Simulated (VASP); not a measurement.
# Al2BN (R-3m) in VASP: notebook

Al2BN is run at these levels: PBE; tasks: single point, relaxation of cell and atoms.

All numbers are computed with VASP 6.6.1; they aren't measurements. Logs are shortened: lines on timing, memory, paths and dates and some standing lists are left out, and cuts for length are marked.

## Step 1: The cell of the first run

Symmetry: R-3m, No. 166, trigonal system. Conventional cell: a = 4.637 Å, b = 4.637 Å, c = 7.724 Å, α = 90.00°, β = 90.00°, γ = 120.00°. Al (site symmetry 3m) has 1 N at 1.83 Å and 1 B at 2.03 Å within 2.4 Å. Within 2.8 Å of B (site symmetry -3m) lie 8 Al at 2.03 to 2.73 Å. N (site symmetry -3m) has 2 Al at 1.83 Å within 2.4 Å.

The cell was built from a structure type or drawn by symmetry, and may not be a known phase.

## Step 2: Single point, PBE

Contents of INCAR:

```
SYSTEM = Al2BN
PREC = Accurate ; ENCUT = 520
EDIFF = 1E-6 ; ISMEAR = 0
SIGMA = 0.1 ; LREAL = .FALSE.
LASPH = .TRUE. ; NELM = 80
ALGO = Normal ; ISIF = 2
LWAVE = .FALSE. ; LCHARG = .TRUE.
GGA = PE ; LELF = .TRUE.
LVHAR = .TRUE. ; NBANDS = 15
```

Contents of KPOINTS:

```
regular mesh
0
G
  12 12 12
  0 0 0
```

Contents of POSCAR:

```
Al2BN
1.0
    2.3183502022      1.3385001133      2.5745445558
   -2.3183502022      1.3385001133      2.5745445558
    0.0000000000     -2.6770002267      2.5745445558
Al B N
2 1 1
Direct
    0.2630395001      0.2630395001      0.2630395001
    0.7369604999      0.7369604999      0.7369604999
    0.0000000000      0.0000000000      0.0000000000
    0.5000000000      0.5000000000      0.5000000000
```

Potentials or basis: VASP PAW PBE potentials, release 64 (Al, B, N).

Launch:

```
$ cat potpaw_PBE.64/Al/POTCAR potpaw_PBE.64/B/POTCAR potpaw_PBE.64/N/POTCAR > POTCAR
$ mpirun -np 1 vasp_std > vasp.out
```

OUTCAR:

```text
SYSTEM = Al2BN
   PREC = Accurate
   ENCUT = 520
   EDIFF = 1E-6
   ISMEAR = 0
   LREAL = .FALSE.
   LASPH = .TRUE.
   NELM = 80
   ISIF = 2
   GGA = PE

 ion  position               nearest neighbor table
   1  0.263  0.263  0.263-   4 1.83   3 2.03   3 2.73   3 2.73   3 2.73   2 2.89   2 2.89   2 2.89
                             2 3.06   2 3.06   2 3.06
   2  0.737  0.737  0.737-   4 1.83   3 2.03   3 2.73   3 2.73   3 2.73   1 2.89   1 2.89   1 2.89
                             1 3.06   1 3.06   1 3.06
   3  0.000  0.000  0.000-   1 2.03   2 2.03   2 2.73   2 2.73   1 2.73   1 2.73   2 2.73   1 2.73

   4  0.500  0.500  0.500-   1 1.83   2 1.83

  LATTYP: Found a trigonal (rhomboedric) cell.
 ALAT       =     3.7141095680
 COS(alpha) =     0.2207466966

  Lattice vectors:

 A1 = (   2.3183502022,   1.3385001133,   2.5745445558)
 A2 = (  -2.3183502022,   1.3385001133,   2.5745445558)
 A3 = (   0.0000000000,  -2.6770002267,   2.5745445558)

Analysis of symmetry for initial positions (statically):
=====================================================================
 Subroutine PRICEL returns:
 Original cell was already a primitive cell.

 Routine SETGRP: Setting up the symmetry group for a
 trigonal (rhombohedral) supercell.

 Subroutine GETGRP returns: Found 12 space group operations
 (whereof 12 operations were pure point group operations)
 out of a pool of 12 trial point group operations.

The static configuration has the point symmetry D_3d.

Analysis of symmetry for dynamics (positions and initial velocities):
=====================================================================
 Subroutine PRICEL returns:
 Original cell was already a primitive cell.

 Routine SETGRP: Setting up the symmetry group for a
 trigonal (rhombohedral) supercell.

 Subroutine GETGRP returns: Found 12 space group operations
 (whereof 12 operations were pure point group operations)
 out of a pool of 12 trial point group operations.

The dynamic configuration has the point symmetry D_3d.

 Subroutine INISYM returns: Found 12 space group operations
 (whereof 12 operations are pure point group operations),
 and found     1 'primitive' translations

----------------------------------------------------------------------------------------

                                     Primitive cell

  volume of cell :      47.9346

  direct lattice vectors                    reciprocal lattice vectors
     2.318350202  1.338500113  2.574544556     0.215670609  0.124517484  0.129472738
    -2.318350202  1.338500113  2.574544556    -0.215670609  0.124517484  0.129472738
     0.000000000 -2.677000227  2.574544556     0.000000000 -0.249034968  0.129472738

  length of vectors
     3.714109568  3.714109568  3.714109568     0.280680611  0.280680611  0.280680611

  position of ions in fractional coordinates (direct lattice)
     0.263039500  0.263039500  0.263039500
     0.736960500  0.736960500  0.736960500
     0.000000000  0.000000000  0.000000000
     0.500000000  0.500000000  0.500000000

  ion indices of the primitive-cell ions
   primitive index   ion index
                 1           1
                 2           2
                 3           3
                 4           4

----------------------------------------------------------------------------------------

 KPOINTS: regular mesh

Automatic generation of k-mesh.
 Grid dimensions read from file:
 generate k-points for:   12   12   12

 Generating k-lattice:

  Cartesian coordinates                     Fractional coordinates (reciprocal lattice)
     0.017972551  0.010376457  0.010789395     0.083333333 -0.000000000 -0.000000000
    -0.017972551  0.010376457  0.010789395    -0.000000000  0.083333333 -0.000000000
     0.000000000 -0.020752914  0.010789395     0.000000000  0.000000000  0.083333333

  Length of vectors
     0.023390051  0.023390051  0.023390051

  Shift w.r.t. Gamma in fractional coordinates (k-lattice)
     0.000000000  0.000000000  0.000000000

 Subroutine IBZKPT returns following result:
 ===========================================

 Found    189 irreducible k-points:

 Following reciprocal coordinates:
            Coordinates               Weight
  0.000000  0.000000  0.000000      1.000000
  0.083333  0.000000  0.000000      6.000000
  0.166667 -0.000000  0.000000      6.000000
  0.250000  0.000000  0.000000      6.000000
  0.333333  0.000000 -0.000000      6.000000
  0.416667  0.000000 -0.000000      6.000000
[... 16 lines left out ...]
  0.500000  0.166667 -0.000000     12.000000
 -0.416667  0.166667  0.000000     12.000000
 [... further k-points ...]
   k-points           NKPTS =    189   k-points in BZ     NKDIM =    189   number of bands    NBANDS=     15
   number of dos      NEDOS =    301   number of ions     NIONS =      4
   total plane-waves  NPLWV =  21952
   dimension x,y,z NGX =    28 NGY =   28 NGZ =   28
   dimension x,y,z NGXF=    56 NGYF=   56 NGZF=   56
   ions per type =               2   1   1
   NGX,Y,Z   is equivalent  to a cutoff of  12.53, 12.53, 12.53 a.u.
   NGXF,Y,Z  is equivalent  to a cutoff of  25.07, 25.07, 25.07 a.u.
 SYSTEM =  Al2BN
   PREC   = accura    normal or accurate (medium, high low for compatibility)
   ISTART =      0    job   : 0-new  1-cont  2-samecut
   ICHARG =      2    charge: 1-file 2-atom 10-const
   ISPIN  =      1    spin polarized calculation?
   LNONCOLLINEAR =      F non collinear calculations
   LSORBIT =      F    spin-orbit coupling
   LASPH  =      T    aspherical Exc in radial PAW
   ENCUT  =  520.0 eV  38.22 Ry    6.18 a.u.   6.91  6.91  6.91*2*pi/ulx,y,z
   NELM   =     80;   NELMIN=  2; NELMDL= -5     # of ELM steps
   EDIFF  = 0.1E-05   stopping-criterion for ELM
   LREAL  =      F    real-space projection
   EDIFFG = 0.1E-04   stopping-criterion for IOM
   NSW    =      0    number of steps for IOM
   IBRION =     -1    ionic relax: 0-MD 1-quasi-New 2-CG
   NFREE  =      0    steps in history (QN), initial steepest desc. (CG)
   ISIF   =      2    stress and relaxation
   ISYM   =      2    0-nonsym 1-usesym 2-fastsym
   POTIM  = 0.5000    time-step for ionic-motion
   TEBEG  =    0.0;   TEEND  =   0.0 temperature during run
   PSTRESS=    0.0 pullay stress
   NELECT =      14.0000    total number of electrons
   NUPDOWN=      -1.0000    fix difference up-down
   EMIN   =  10.00;   EMAX   =-10.00  energy-range for DOS
   EFERMI =   0.00;   METHOD = LEGACY
   ISMEAR =     0;   SIGMA  =   0.10  broadening in eV -4-tet -1-fermi 0-gaus
   EFERMI_NEDOS =   21; number of points for ismear=-14 and -15
   IALGO  =     38    algorithm
   IMIX   =      4    mixing-type and parameters
     AMIX     =   0.40;   BMIX     =  1.00
     AMIX_MAG =   1.60;   BMIX_MAG =  1.00
  volume/ion in A,a.u.               =      11.98        80.87
  Fermi-wavevector in a.u.,A,eV,Ry     =   1.086178  2.052579 16.051927  1.179783
  Thomas-Fermi vector in A             =   2.222309
   LORBIT       =      0    0 simple, 1 ext, 2 COOP (PROOUT), +10 PAW based schemes
   GGA     = PE    functional components
   LHFCALC =     F    Hartree Fock is set to
   AEXX    =    0.0000 exact exchange contribution
   IVDW    =     0    specifies the selected vdW correction
   LEPSILON=     F    determine dielectric tensor
   LRPA    =     F    only Hartree local field effects (RPA)
 non-spin polarized calculation
 Gauss-broadening in eV      SIGMA  =   0.10
  energy-cutoff  :      520.00
  volume of cell :       47.93
 maximum number of plane-waves:      1318
   NGX = 13   NGY = 13   NGZ = 13

 number of electron      14.0000003 magnetization

 Free energy of the ion-electron system (eV)
  ---------------------------------------------------
  ext. energy  EPLUGINS =         0.00000000
  ---------------------------------------------------
  free energy    TOTEN  =       -19.79909608 eV

  energy without entropy =      -19.78821911  energy(sigma->0) =      -19.79365759

 E-fermi :   7.0535     XC(G=0): -10.6652

 val. band max:        7.0487269481   @ k =   0.5000   0.1667  -0.0000
 cond. band min:       7.0541499044   @ k =   0.5000   0.5000   0.1667
 fundamental gap:      0.0054229563
 Fermi energy:         7.0534573415

 k-point     1 :       0.0000    0.0000    0.0000
  band No.  band energies     occupation
      1      -8.5134      2.00000
      2      -1.1635      2.00000
      3       2.1291      2.00000
      4       3.5923      2.00000
      5       3.5923      2.00000
      6       6.0460      2.00000
      7       7.3629      0.00001
      8       7.3629      0.00001
      9       8.7946      0.00000
     10       8.7946      0.00000
     11      10.4437      0.00000
     12      14.4627      0.00000
     13      14.4627      0.00000
     14      14.7578      0.00000
     15      16.4489      0.00000

 k-point     2 :       0.0833    0.0000    0.0000
  band No.  band energies     occupation
      1      -8.4776      2.00000
      2      -1.2295      2.00000
      3       2.0813      2.00000
      4       3.5162      2.00000
      5       3.6210      2.00000
      6       5.8408      2.00000
      7       7.4265      0.00000
      8       7.6888      0.00000
      9       8.6255      0.00000
     10       8.6795      0.00000
     11      10.8279      0.00000
     12      14.2563      0.00000
     13      14.4223      0.00000
     14      14.7179      0.00000
     15      16.5222      0.00000

 k-point     3 :       0.1667   -0.0000    0.0000
  band No.  band energies     occupation
      1      -8.3759      2.00000
      2      -1.4274      2.00000
      3       1.9630      2.00000
      4       3.3696      2.00000
      5       3.7067      2.00000
      6       5.5267      2.00000
      7       7.5368      0.00000
      8       7.6975      0.00000
      9       8.4636      0.00000
     10       9.0463      0.00000
     11      11.5391      0.00000
     12      13.7923      0.00000
     13      14.1304      0.00000
     14      15.0889      0.00000
     15      16.0952      0.00000

 k-point     4 :       0.2500    0.0000    0.0000
  band No.  band energies     occupation
      1      -8.2268      2.00000
      2      -1.7362      2.00000
      3       1.8644      2.00000
      4       3.2028      2.00000
      5       3.8452      2.00000
      6       5.3117      2.00000
      7       7.3140      0.00023
      8       7.3762      0.00001
      9       8.5698      0.00000
     10       9.9805      0.00000
     11      12.1242      0.00000
     12      13.1758      0.00000
     13      14.0293      0.00000
     14      15.3009      0.00000
     15      16.1648      0.00000
[... 307 lines left out ...]
 k-point    22 :       0.4167    0.1667   -0.0000
  band No.  band energies     occupation
      1      -7.8671      2.00000
      2      -2.0672      2.00000
      3       1.5903      2.00000
      4       2.2199      2.00000
      5       4.0439      2.00000
      6       5.0288      2.00000
      7       6.9455      1.87306
      8       7.1762      0.08253
      9       8.9327      0.00000
     10      11.5277      0.00000
     11      11.8982      0.00000
     12      12.6447      0.00000
     13      14.7557      0.00000
     14      15.5067      0.00000
     15      17.6553      0.00000

 k-point    23 :       0.5000    0.1667   -0.0000
  band No.  band energies     occupation
      1      -7.7969      2.00000
      2      -2.1861      2.00000
      3       1.1921      2.00000
      4       2.4771      2.00000
      5       4.2325      2.00000
      6       5.0083      2.00000
      7       6.6830      2.00000
      8       7.0487      1.05334
      9       9.3571      0.00000
     10      11.6456      0.00000
     11      12.0758      0.00000
     12      12.5580      0.00000
     13      15.0615      0.00000
     14      15.6903      0.00000
     15      17.7698      0.00000

 k-point    24 :      -0.4167    0.1667    0.0000
  band No.  band energies     occupation
      1      -7.8177      2.00000
      2      -2.1431      2.00000
      3       0.8916      2.00000
      4       2.7799      2.00000
      5       4.4379      2.00000
      6       4.9758      2.00000
      7       6.1850      2.00000
      8       7.3139      0.00023
      9       9.9192      0.00000
     10      11.2167      0.00000
     11      12.1621      0.00000
     12      12.7982      0.00000
     13      14.8722      0.00000
     14      15.9572      0.00000
     15      17.6858      0.00000

 [... further k-points ...]

------------------------ aborting loop because EDIFF is reached ----------------------------------------

  FORCE on cell =-STRESS in cart. coord.  units (eV):
  Direction    XX          YY          ZZ          XY          YZ          ZX
  --------------------------------------------------------------------------------------
  -------------------------------------------------------------------------------------
  Total       -0.0044570     -0.0044570     -0.0530600      0.0000000      0.0000000      0.0000000
  in kB       -0.1489726     -0.1489726     -1.7734884      0.0000000      0.0000000      0.0000000
  external PRESSURE =      -0.6904778 kB  Pullay stress =       0.0000000 kB

 VOLUME and BASIS-vectors are now :
 -----------------------------------------------------------------------------
  energy-cutoff  :      520.00
  volume of cell :       47.93
      direct lattice vectors                 reciprocal lattice vectors
     2.318350202  1.338500113  2.574544556     0.215670609  0.124517484  0.129472738
    -2.318350202  1.338500113  2.574544556    -0.215670609  0.124517484  0.129472738
     0.000000000 -2.677000227  2.574544556     0.000000000 -0.249034968  0.129472738

 POSITION                                       TOTAL-FORCE (eV/Angst)
 -----------------------------------------------------------------------------------
      0.00000     -0.00000      2.03162         0.000000      0.000000     -0.002663
      0.00000     -0.00000      5.69201         0.000000     -0.000000      0.002663
      0.00000      0.00000      0.00000         0.000000     -0.000000     -0.000000
      0.00000     -0.00000      3.86182         0.000000     -0.000000     -0.000000
 -----------------------------------------------------------------------------------
    total drift:                                0.000000      0.000000      0.000000

  FREE ENERGIE OF THE ION-ELECTRON SYSTEM (eV)
  ---------------------------------------------------
  free  energy   TOTEN  =       -19.7990960800 eV

  energy  without entropy=      -19.7882191055  energy(sigma->0) =      -19.79365759
```

Wall time 2.5 min (1 thread of Intel Xeon 8259CL, shared host); peak memory 0.25 GiB.

Results:

- Free energy: -19.7991 eV
- Pressure: -0.1 GPa
- Band gap on the k mesh: zero (bands 7 and 8 overlap by 3.27 eV)

Forces in eV/Å, atoms in the order of the input:
```
Al   0.000  0.000 -0.003
Al   0.000  0.000  0.003
B    0.000  0.000  0.000
N    0.000  0.000  0.000
```

## Step 3: Relaxation of cell and atoms, PBE

This run uses another cell than the first one, of 11.87 Å³/atom.

Contents of INCAR:

```
PREC = Accurate
ENCUT = 600
EDIFF = 1E-6
ISMEAR = 0
SIGMA = 0.1
LREAL = F
LASPH = T
NELM = 80
ALGO = Normal
ISIF = 3
LWAVE = F
LCHARG = F
GGA = PE
IBRION = 2
NSW = 100
EDIFFG = -0.01
```

Contents of KPOINTS:

```
Automatic mesh
0
Gamma
  12 12 12
```

Contents of POSCAR:

```
Al2BN
1.0
    2.3029021072      1.3295811515      2.5845673549
   -2.3029021072      1.3295811515      2.5845673549
    0.0000000000     -2.6591623031      2.5845673549
Al B N
2 1 1
Direct
    0.2627243971      0.2627243971      0.2627243971
    0.7372756029      0.7372756029      0.7372756029
    0.0000000000      0.0000000000      0.0000000000
    0.5000000000      0.5000000000      0.5000000000
```

Potentials or basis: VASP PAW PBE potentials, release 64 (Al, B, N).

Launch:

```
$ cat potpaw_PBE.64/Al/POTCAR potpaw_PBE.64/B/POTCAR potpaw_PBE.64/N/POTCAR > POTCAR
$ mpirun -np 1 vasp_std > vasp.out
```

Run time: 7 min. Hardware: 1 thread of Intel Xeon 8259CL, shared host; peak memory 0.27 GiB.

It converged, with:

```
Free energy                           : -19.8010 eV
Relaxed volume                        : 11.95 Å³/atom
Relaxed cell                          : a = 3.711 Å, b = 3.711 Å, c = 3.711 Å, α = 77.21°, β = 77.21°, γ = 77.21°
Space group after relaxing (to 0.1 Å) : R-3m (No. 166)
Energy gained by relaxing             : 0.3 meV/atom
Ionic steps                           : 5
Pressure after relaxing               : 0.1 GPa
Band gap on the k mesh                : zero (bands 7 and 8 overlap by 3.27 eV)
```

Stress tensor (GPa, compression positive):
```
0.03 0.00 0.00
0.00 0.03 0.00
0.00 0.00 0.11
```

The path:
```
step  energy change (eV)  largest force (eV/Å)  pressure (GPa)  volume (Å³)
   1              0.0000                0.0316           -0.26        47.48
   2             -0.0003                0.0261            0.79        47.35
   3             -0.0006                0.0021            0.37        47.40
   4             -0.0010                0.0008            0.25        47.54
   5             -0.0013                0.0020            0.06        47.80
```

Final structure:
```cif
data_structure
_symmetry_space_group_name_H-M 'P 1'
_symmetry_Int_Tables_number 1
_cell_length_a 3.7113
_cell_length_b 3.7113
_cell_length_c 3.7113
_cell_angle_alpha 77.206
_cell_angle_beta 77.206
_cell_angle_gamma 77.206
_cell_volume 47.80
loop_
_atom_site_label
_atom_site_type_symbol
_atom_site_fract_x
_atom_site_fract_y
_atom_site_fract_z
_atom_site_occupancy
Al1 Al 0.26295 0.26295 0.26295 1
Al2 Al 0.73705 0.73705 0.73705 1
B1 B 0.00000 0.00000 0.00000 1
N1 N 0.50000 0.50000 0.50000 1
```

Levels at points of the mesh, in eV from the Fermi level:
```
           k point  band 3  band 4  band 5  band 6  band 7  band 8  band 9  band 10  band 11
(0.00, 0.00, 0.00)   -4.92   -3.47   -3.47   -1.00    0.31    0.31    1.74     1.74     3.41
(0.50, 0.00, 0.00)   -4.92   -4.58   -2.81   -1.63   -0.60   -0.49    3.34     3.85     4.18
(0.50, 0.50, 0.00)   -7.11   -6.05   -4.51   -0.72   -0.13    0.78    1.31     3.91     6.90
(0.50, 0.50, 0.50)   -5.31   -4.74   -4.37   -4.37   -2.66   -2.66    2.79     6.05     6.05
```
